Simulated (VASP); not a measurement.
Set up this calculation in VASP 6.6.1, as the native input.

```yaml
Task: single point
Functional: PBEsol
Potentials_or_basis: VASP PAW PBE potentials, release 64 (Ge_d)
Cutoff: 520 eV
k_mesh: 15 × 15 × 15
Occupations: fermi-dirac, width 0.1 eV
Spin: no spin polarisation
Dipole_correction: no
Further_INCAR_settings: ALGO = Normal; EDIFF = 1e-06; NBANDS = 13
```

The structure of Ge lies in POSCAR:

```
Ge
1.0
    0.0000000000      2.1805290820      2.1805290820
    2.1805290820      0.0000000000      2.1805290820
    2.1805290820      2.1805290820      0.0000000000
Ge
1
Direct
    0.0000000000      0.0000000000      0.0000000000
```

This cell differs from its parent crystal: volume scaled by 1.12.

One way to write it, as run:

INCAR

```
PREC = Accurate
ENCUT = 520
EDIFF = 1E-6
ISMEAR = -1
SIGMA = 0.1
LREAL = False
LASPH = True
NELM = 100
ALGO = Normal
ISIF = 2
LWAVE = False
LCHARG = True
GGA = PS
LELF = True
LVHAR = True
NBANDS = 13
```

KPOINTS

```
Automatic mesh
0
Gamma
  15 15 15
```

Potentials or basis: VASP PAW PBE potentials, release 64 (Ge_d).

Run with:

```console
$ cat potpaw_PBE.64/Ge_d/POTCAR > POTCAR
$ mpirun -np 1 vasp_std > vasp.out
```

Results of the run:

The pressure is -6.3 GPa and the band gap on the k mesh is zero (band 7 reaches 13.79 eV, above the bottom of band 8 at 3.64 eV).

Caveat: the PAW data sets were made with another functional, which shifts forces and pressure a little.

It took 6.9 s on 1 thread of Intel(R) Xeon(R) 6975P-C (Granite Rapids), on a shared host, peak memory 0.15 GiB.
